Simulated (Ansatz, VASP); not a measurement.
## Si in VASP and in Ansatz

```
Si
1.0
     2.62773    0.00000    0.00000
     0.00000    2.62773    0.00000
     0.00000    0.00000    2.62773
Si
1
Direct
  0.00000 0.00000 0.00000
```

Alike in both runs: task single point; functional PBE; k mesh 14 × 14 × 14; occupations fermi-dirac, width 0.1 eV; no spin polarisation.

|  | VASP | Ansatz |
| --- | --- | --- |
| version | VASP 6.6.1 | Ansatz 0.2.0 |
| potentials or method | VASP PAW PBE potentials, release 64 (Si), cutoff 520 eV | plane waves (420 eV) with PAW, scalar-relativistic |
| valence electrons in the cell | 4 | 4 |

```csv
,VASP,Ansatz,Ansatz less VASP
pressure (GPa),-8.7,-8.7,+0.03
```

The functional is the same, so the differences come from potentials, cutoffs and numerics.
